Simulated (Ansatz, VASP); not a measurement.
**AlRu: VASP beside Ansatz**

INCAR

```
SYSTEM = AlRu
PREC     = Accurate       ! precision mode
ENCUT    = 520            ! plane-wave cutoff, eV
EDIFF    = 1E-6           ! SCF threshold, eV
ISMEAR   = -1             ! smearing method
SIGMA    = 0.05           ! smearing width, eV
LREAL    = .FALSE.        ! projectors in reciprocal space
LASPH    = .TRUE.         ! aspherical terms in the spheres
NELM     = 100            ! most SCF steps
ALGO     = Normal         ! electronic algorithm
ISIF     = 2              ! what is computed and relaxed
LWAVE    = .FALSE.        ! write WAVECAR
LCHARG   = .TRUE.         ! write CHGCAR
GGA      = PE             ! functional
LELF     = .TRUE.         ! ELF
LVHAR    = .TRUE.       
NBANDS   = 16             ! bands
```

The input KPOINTS:

```
Automatic mesh
0
G
  13 13 12
  0 0 0
```

Contents of POSCAR:

```
AlRu
1.0
    2.4704948637      0.0000000000      0.0000000000
   -1.2352474319      2.1395113119      0.0000000000
    0.0000000000      0.0000000000      3.4220886168
Ru Al
1 1
Direct
    0.0000000000      0.0000000000      0.0000000000
    0.3333333333      0.6666666667      0.5000000000
```

Input for Ansatz:

```yaml
crystal:
  lattice:
    - [2.4704948637, 0.0, 0.0]
    - [-1.2352474319, 2.1395113119, 0.0]
    - [0.0, 0.0, 3.4220886168]
  atoms:
    - { symbol: Ru, position: [0.0, 0.0, 0.0] }
    - { symbol: Al, position: [0.3333333333, 0.6666666667, 0.5] }
kpoints:
  mp_grid: { grid: [13, 13, 12] }
scf:
  occupations: { method: fermi_dirac, width: 0.05 }
hamiltonian:
  xc: pbe
  pseudopotentials: { kind: all_electron, lapw: { basis_error: 0.001 } }
output:
  forces: true
  stress: true
  eigenvalues: true
  populations: true
```

Change from the starting cell: volume scaled by 0.64, LAPW.

Alike in both runs: task single point; functional PBE; k mesh 13 × 13 × 12; occupations fermi-dirac, width 0.05 eV; no spin polarisation.

```csv
,VASP,Ansatz
version,VASP 6.6.1,Ansatz 0.2.0
potentials or method,"VASP PAW PBE potentials, release 64 (Ru_pv, Al), cutoff 520 eV","all-electron LAPW, scalar-relativistic"
```

|  | VASP | Ansatz | Ansatz less VASP |
| --- | --- | --- | --- |
| pressure (GPa) | 224.6 | 222.4 | -2.19 |
| traceless stress, the component that is largest in VASP (GPa) | -0.08 | -0.07 | +0.016 |

Both programs put the cell under a high pressure, so it lies far from rest at this level. Ansatz ran all-electron here, and VASP with PAW potentials.

Noted on VASP's run: the cell as given lies far from equilibrium.
